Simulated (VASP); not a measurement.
# Na (Pm-3m) in VASP: notebook, part 3 of 3

VASP 6.6.1. Earlier steps stand in the parts before.

## (7) Relaxation of cell and atoms, PBEsol, target pressure 20 GPa, at which the enthalpy is minimised

This run uses another cell than the first one, of 43.24 Å³/atom.

File INCAR:

```
PREC = Accurate
ENCUT = 600
EDIFF = 1E-7
ISMEAR = -1
SIGMA = 0.1
LREAL = F
LASPH = T
NELM = 80
ALGO = Normal
ISIF = 3
LWAVE = F
LCHARG = F
GGA = PS
IBRION = 2
NSW = 80
EDIFFG = -0.01
PSTRESS = 200.0
```

File KPOINTS:

```
Automatic mesh
0
Gamma
  12 12 12
```

File POSCAR:

```
Na
1.0
    3.5100000000      0.0000000000      0.0000000000
    0.0000000000      3.5100000000      0.0000000000
    0.0000000000      0.0000000000      3.5100000000
Na
1
Direct
    0.0000000000      0.0000000000      0.0000000000
```

Potentials or basis: VASP PAW PBE potentials, release 64 (Na_pv).

Started as:

```bash
> cat potpaw_PBE.64/Na_pv/POTCAR > POTCAR
> mpirun -np 1 vasp_std > vasp.out
```

OUTCAR:

```text
PREC = Accurate
   ENCUT = 600
   EDIFF = 1E-7
   ISMEAR = -1
   LREAL = F
   LASPH = T
   NELM = 80
   ISIF = 3
   GGA = PS
   IBRION = 2
   NSW = 80
   EDIFFG = -0.01
   PSTRESS = 200.0

 ion  position               nearest neighbor table
   1  0.000  0.000  0.000-

  LATTYP: Found a simple cubic cell.
 ALAT       =     3.5100000000

  Lattice vectors:

 A1 = (   3.5100000000,   0.0000000000,   0.0000000000)
 A2 = (   0.0000000000,   3.5100000000,   0.0000000000)
 A3 = (   0.0000000000,   0.0000000000,   3.5100000000)

Analysis of symmetry for initial positions (statically):
=====================================================================
 Subroutine PRICEL returns:
[... 167 lines left out ...]
  free energy    TOTEN  =        -1.27866169 eV

  energy without entropy =       -1.26129726  energy(sigma->0) =       -1.26997948

 E-fermi :  -0.0813     XC(G=0):  -6.1028

 val. band max:       -0.1588782982   @ k =   0.3333   0.2500   0.2500
 cond. band min:      -0.0759203753   @ k =   0.4167   0.2500   0.0833
 fundamental gap:      0.0829579229
 Fermi energy:        -0.0812902039
[... 595 lines left out ...]
  energy  without entropy=       -0.5614635182  energy(sigma->0) =       -0.56819842

  enthalpy is  TOTEN    =         1.6770100431 eV   P V=        2.2519433682

[... ionic steps 4 to 13 ...]

--------------------------------------- Ionic step       14  -------------------------------------------

 number of electron       6.9999996 magnetization

------------------------ aborting loop because EDIFF is reached ----------------------------------------
[... 69 lines left out ...]
--------------------------------------- Ionic step       16  -------------------------------------------

 number of electron       6.9999997 magnetization

 Free energy of the ion-electron system (eV)
  ---------------------------------------------------
  ext. energy  EPLUGINS =         0.00000000
  ---------------------------------------------------
  free energy    TOTEN  =        -0.58555236 eV

  energy without entropy =       -0.57206962  energy(sigma->0) =       -0.57881099

 E-fermi :   3.4026     XC(G=0):  -8.7737

 val. band max:        3.4006659527   @ k =   0.5000   0.0833   0.0833
 cond. band min:       3.4562831956   @ k =   0.4167   0.2500   0.0833
 fundamental gap:      0.0556172428
 Fermi energy:         3.4025537286
[... 272 lines left out ...]
  energy  without entropy=       -0.5720696226  energy(sigma->0) =       -0.57881099

  enthalpy is  TOTEN    =         1.6768954958 eV   P V=        2.2624478563

 reached required accuracy - stopping structural energy minimisation
```

OSZICAR:

```text
N       E                     dE             d eps       ncg     rms          rms(c)
DAV:   1     0.232407869979E+02    0.23241E+02   -0.40499E+03  1176   0.890E+02
DAV:   2    -0.774643066673E+00   -0.24015E+02   -0.23993E+02  1239   0.147E+02
DAV:   3    -0.127766847733E+01   -0.50303E+00   -0.50302E+00  1498   0.309E+01
[... 106 lines left out ...]
DAV:   3    -0.585587176254E+00    0.48872E-03   -0.85723E-04  1218   0.663E-01    0.168E-02
DAV:   4    -0.585552771582E+00    0.34405E-04   -0.32181E-05  1281   0.144E-01    0.128E-03
DAV:   5    -0.585552464581E+00    0.30700E-06   -0.26505E-07  1176   0.115E-02    0.500E-04
DAV:   6    -0.585552359348E+00    0.10523E-06   -0.55127E-08   609   0.612E-03    0.324E-05
DAV:   7    -0.585552360480E+00   -0.11322E-08   -0.22578E-09   588   0.961E-04
  16 F= 0.16768955E+01 E0= 0.16836369E+01  d E =-.643562E-03
```

CONTCAR:

```text
Na
   1.00000000000000
     2.6267559324838627   -0.0000000000000000   -0.0000000000000000
    -0.0000000000000000    2.6267559324838627   -0.0000000000000000
     0.0000000000000000   -0.0000000000000000    2.6267559324838632
  Na
     1
Direct
     0.0000000000000000    0.0000000000000000    0.0000000000000000

  0.00000000E+00  0.00000000E+00  0.00000000E+00
```

Run time: 2.1 min. Hardware: 1 thread of Intel Xeon 8259CL, shared host; peak memory 0.17 GiB.

What came out:

| Property | Result |
| --- | --- |
| Free energy | -0.5856 eV |
| Relaxed volume | 18.12 Å³/atom |
| Relaxed cell | a = 2.627 Å, b = 2.627 Å, c = 2.627 Å, α = 90.00°, β = 90.00°, γ = 90.00° |
| Space group after relaxing (to 0.1 Å) | Pm-3m (No. 221) |
| Energy change on relaxing (the run minimises the enthalpy) | +693.1 meV/atom |
| Ionic steps | 16 |
| Pressure after relaxing | 20.1 GPa |
| Band gap on the k mesh | zero (an odd number of electrons rules out a gap without spin polarisation) |

Step by step:
```csv
step,energy change (eV),largest force (eV/Å),pressure (GPa),volume (Å³)
1,0.0000,0.0000,-0.55,43.24
2,0.8510,0.0000,24.61,16.99
3,0.7037,0.0000,20.38,18.04
4,0.6583,0.0000,19.09,18.41
5,0.6590,0.0000,19.10,18.40
6,0.6608,0.0000,19.16,18.39
7,0.6609,0.0000,19.15,18.39
8,0.6609,0.0000,19.14,18.39
9,0.6610,0.0000,19.14,18.39
10,0.6613,0.0000,19.19,18.38
11,0.6618,0.0000,19.20,18.38
12,0.6628,0.0000,19.21,18.37
13,0.6648,0.0000,19.27,18.36
14,0.6688,0.0000,19.39,18.32
15,0.6768,0.0000,19.64,18.26
16,0.6931,0.0000,20.06,18.12
```

Final structure:
```
Na
1.0
     2.62676    0.00000    0.00000
     0.00000    2.62676    0.00000
     0.00000    0.00000    2.62676
Na
1
Direct
  0.00000 0.00000 0.00000
```

Levels at points of the mesh, in eV from the Fermi level:
```
           k point  band 1  band 2  band 3  band 4  band 5  band 6  band 7
(0.00, 0.00, 0.00)  -25.06  -25.06  -25.06   -5.10   11.99   11.99   16.14
(0.50, 0.00, 0.00)  -25.55  -25.02  -25.02   -0.24    1.11   15.81   18.09
(0.50, 0.50, 0.00)  -25.46  -25.46  -24.98    3.44    5.22    5.22    8.30
(0.50, 0.50, 0.50)  -25.38  -25.38  -25.38    7.95    7.95    7.95    9.96
```

Caveat: the cell is relaxed towards a set pressure, so the run minimises the enthalpy, not the energy; the volume moved by over 15 % at a fixed basis, so the end points are rough; the PAW data sets were made with another functional, which shifts forces and pressure a little.

## (8) Overview

```tsv
task	cell	cutoff (eV)	gap on the mesh (eV)	pressure (GPa)
single point	a = 2.978 Å, 1 atom	520	none	5.0
single point	a = 3.392 Å, 1 atom	520	none	0.0
relaxation of cell and atoms	relaxed from a = 3.510 Å, 1 atom	600	none	0.0
relaxation of cell and atoms	relaxed to 5 GPa from a = 3.510 Å, 1 atom	600	none	5.0
relaxation of cell and atoms	relaxed to 10 GPa from a = 3.510 Å, 1 atom	600	none	10.0
relaxation of cell and atoms	relaxed to 20 GPa from a = 3.510 Å, 1 atom	600	none	20.1
```

Alike in all rows: level PBEsol; potentials or basis VASP PAW PBE potentials, release 64 (Na_pv); no spin polarisation; k mesh 12 × 12 × 12; smearing fermi-dirac 0.1 eV.

Caveats: the PAW data sets were made with another functional, which shifts forces and pressure a little; the cell is relaxed towards a set pressure, so the run minimises the enthalpy, not the energy (at least some runs); the volume moved by over 15 % at a fixed basis, so the end points are rough (at least some runs); the cell stands under pressure (at least some runs).

Total energies depend on the potentials used, so only differences within one code and one set of settings carry meaning.

The gap in the log of VASP goes by the Fermi energy; the results here count the filled bands.